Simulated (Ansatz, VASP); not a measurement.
**Ta2N: VASP beside Ansatz**

```
Ta N
1.0
     5.09638    0.00000    0.00000
    -2.54819    4.41360    0.00000
     0.00000    0.00000    5.14072
Ta N
6 3
Direct
  0.63107 0.63107 0.75260
  0.00000 0.36893 0.75260
  0.36893 0.00000 0.75260
  0.36893 0.36893 0.24740
  0.00000 0.63107 0.24740
  0.63107 0.00000 0.24740
  0.66667 0.33333 0.50000
  0.33333 0.66667 0.50000
  0.00000 0.00000 0.00000
```

Alike in both runs: task single point; functional LDA; k mesh 9 × 9 × 8; occupations gaussian, width 0.15 eV; no spin polarisation.

|  | VASP | Ansatz |
| --- | --- | --- |
| version | VASP 6.6.1 | Ansatz 0.2.0 |
| potentials or method | VASP PAW LDA potentials, release 64 (Ta_pv, N), cutoff 520 eV | scalar-relativistic, plane waves, PAW |
| valence electrons in the cell | 81 | 93 |

Ansatz gave:

| Property | Result |
| --- | --- |
| gap on the k mesh at the Fermi level (eV) | none |
| pressure (GPa) | 9.5 |
| traceless stress, the component that is largest in VASP (GPa) | -14.23 |
| rms of the force components (eV/Å) | 2.421 |

**Question.** Estimate VASP's values.

**Answer.** gap on the k mesh at the Fermi level (eV): none; pressure (GPa): 11.2; traceless stress, the component that is largest in VASP (GPa): -14.25; rms of the force components (eV/Å): 2.442.

Ansatz warns that its potentials were made for another functional, while VASP's fit it. LDA's correlation is that of Perdew and Zunger in VASP and of Perdew and Wang (1992) in Ansatz. Atom by atom the forces differ by 0.024 eV/Å (rms over components). A gap of «none» marks a metal or a gap that the smearing closes. VASP's potentials hold 81 valence electrons a cell and Ansatz's 93, so a difference there can come from the potentials and not from the codes.

Neither program's run includes spin-orbit coupling.
